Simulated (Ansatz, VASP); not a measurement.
## PbO in VASP and in Ansatz

```
CELL_PARAMETERS angstrom
3.84076 0.00000 0.00000
-1.92038 3.32619 0.00000
0.00000 0.00000 5.35307
ATOMIC_POSITIONS crystal
Pb 0.33333 0.66667 0.25000
Pb 0.66667 0.33333 0.75000
O 0.00000 0.00000 0.00000
O 0.00000 0.00000 0.50000
```

Alike in both runs: task relaxation of cell and atoms; functional PBE; k mesh 10 × 10 × 6; occupations gaussian, width 0.05 eV; no spin polarisation.

```csv
,VASP,Ansatz
version,VASP 6.6.1,Ansatz 0.2.0
potentials or method,"VASP PAW PBE potentials, release 64 (Pb_d, O), cutoff 600 eV","scalar-relativistic, plane waves, PAW"
valence electrons in the cell,40,40
```

|  | VASP | Ansatz | Ansatz less VASP |
| --- | --- | --- | --- |
| gap on the k mesh at the Fermi level, each at its own relaxed structure (eV) | 0.19 | 0.18 | -0.010 |
| relaxed volume (Å³/atom) | 17.96 | 18.00 | +0.038 |
| relaxed length of the cell vector where the two differ most in proportion (Å) | 6.334 | 6.352 | +0.0176 |

Neither program's run includes spin-orbit coupling.
